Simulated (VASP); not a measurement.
Set up this calculation in VASP 6.6.1, as the native input.

```
Task                   : single point
Functional             : r2SCAN
Potentials or basis    : VASP PAW PBE potentials, release 64 (W_sv, S)
Cutoff                 : 520 eV
k mesh                 : 12 × 12 × 2
Occupations            : gaussian, width 0.01 eV
Spin                   : no spin polarisation
Dipole correction      : no
Further INCAR settings : ALGO = Normal; EDIFF = 1e-06; NBANDS = 35
```

WS2:

```
W S
1.0
     3.16995    0.00000    0.00000
    -1.58497    2.74525    0.00000
     0.00000    0.00000   12.49107
W S
2 4
Direct
  0.33333 0.66667 0.25000
  0.66667 0.33333 0.75000
  0.66667 0.33333 0.37511
  0.66667 0.33333 0.12489
  0.33333 0.66667 0.87511
  0.33333 0.66667 0.62489
```

One way to write it, as run:

POSCAR

```
WS2
1.0
    3.1699463305      0.0000000000      0.0000000000
   -1.5849731653      2.7452540509      0.0000000000
    0.0000000000      0.0000000000     12.4910703517
W S
2 4
Direct
    0.3333333333      0.6666666667      0.2500000000
    0.6666666667      0.3333333333      0.7500000000
    0.6666666667      0.3333333333      0.3751079157
    0.6666666667      0.3333333333      0.1248920843
    0.3333333333      0.6666666667      0.8751079157
    0.3333333333      0.6666666667      0.6248920843
```

INCAR.step1

```
SYSTEM = WS2
PREC = Accurate ; ENCUT = 520
ISMEAR = 0 ; SIGMA = 0.01
LREAL = .FALSE. ; LASPH = .TRUE.
NELM = 80 ; NBANDS = 35
GGA = PE ; ALGO = Normal
EDIFF = 1E-4 ; LWAVE = .TRUE.
LCHARG = .FALSE.
```

INCAR.step2

```
SYSTEM = WS2
PREC = Accurate ; ENCUT = 520
EDIFF = 1E-6 ; ISMEAR = 0
SIGMA = 0.01 ; LREAL = .FALSE.
LASPH = .TRUE. ; NELM = 80
ALGO = Normal ; ISIF = 2
LWAVE = .FALSE. ; LCHARG = .FALSE.
METAGGA = R2SCAN ; LMIXTAU = .TRUE.
NBANDS = 35 ; ISTART = 1
```

KPOINTS

```
regular mesh
0
G
  12 12 2
  0 0 0
```

Potentials or basis: VASP PAW PBE potentials, release 64 (W_sv, S).

Command:

```bash
$ cat potpaw_PBE.64/W_sv/POTCAR potpaw_PBE.64/S/POTCAR > POTCAR
$ cp INCAR.step1 INCAR
$ mpirun -np 1 vasp_std > vasp.out
$ cp INCAR.step2 INCAR
$ mpirun -np 1 vasp_std > vasp.out
```

It gave:

| Quantity | Value |
| --- | --- |
| Pressure | 1.4 GPa |
| Largest force | 0.030 eV/Å |
| Band gap on the k mesh | 1.17 eV (least direct gap 1.90 eV) |

Caveat: the PAW data sets were made with another functional, which shifts forces and pressure a little; spin-orbit coupling is left out, which moves the levels of the heavy elements.

Wall time 3.6 min on 1 thread of Intel(R) Xeon(R) 6975P-C (Granite Rapids), on a shared host, peak memory 0.3 GiB.
